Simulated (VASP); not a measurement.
**Si2W: single point with PBE**

Si2W:

```
Si W
1.0
     4.51992    0.00000    0.00000
    -2.25996    3.91436    0.00000
     0.00000    0.00000    6.92768
Si W
6 3
Cartesian
  2.2600 2.5352 3.4638
  -1.0656 3.2248 5.7731
  1.0656 3.2248 1.1546
  0.0000 1.3792 3.4638
  3.3255 0.6896 5.7731
  1.1944 0.6896 1.1546
  -1.1300 1.9572 1.1546
  1.1300 1.9572 5.7731
  2.2600 0.0000 3.4638
```

This cell differs from its parent crystal: atoms shifted along a free coordinate, c/a of the conventional cell at fixed volume 1.5327.

* Program: VASP 6.6.1
* Task: single point
* Functional: PBE
* Potentials or basis: VASP PAW PBE potentials, release 64 (Si, W_sv)
* Cutoff: 520 eV
* k mesh: 9 × 9 × 6
* Occupations: gaussian, width 0.03 eV
* Spin: no spin polarisation
* Dipole correction: no
* Further INCAR settings: ALGO = Normal; EDIFF = 1e-07; NBANDS = 43

| Item | Value |
| --- | --- |
| Pressure | 2.2 GPa |
| Largest force | 1.634 eV/Å |
| Band gap on the k mesh | 0.42 eV (least direct gap 0.78 eV) |

Forces on the atoms (eV/Å):
```
Si   0.000  1.634  0.000
Si  -1.415  0.817  0.000
Si   1.415  0.817  0.000
Si   0.000 -1.634  0.000
Si   1.415 -0.817  0.000
Si  -1.415 -0.817  0.000
W    0.000  0.000  0.000
W    0.000  0.000  0.000
W    0.000  0.000  0.000
```

Stress tensor (GPa, compression positive):
```
 7.16  0.00  0.00
 0.00  7.16  0.00
 0.00  0.00 -7.77
```

Levels at points of the mesh, in eV from the valence-band top:
```tsv
k point	band 30	band 31	band 32	band 33	band 34	band 35	band 36	band 37
(0.00, 0.00, 0.00)	-2.12	-2.12	-1.72	-0.79	2.55	2.98	3.06	3.06
(0.00, 0.00, 0.50)	-2.03	-1.11	-0.88	-0.88	1.65	2.54	2.66	2.66
```

Run time: 3.4 min on 1 thread of Intel(R) Xeon(R) Platinum 8488C (Sapphire Rapids), with other jobs on the host, peak memory 0.35 GiB.

Caveat: the stress differs along the axes, from -8 to 7 GPa; spin-orbit coupling is left out, which moves the levels of the heavy elements; forces of over 1 eV/Å act on the atoms, so gaps and moduli don't describe the material at rest. A k mesh can miss the band edges.
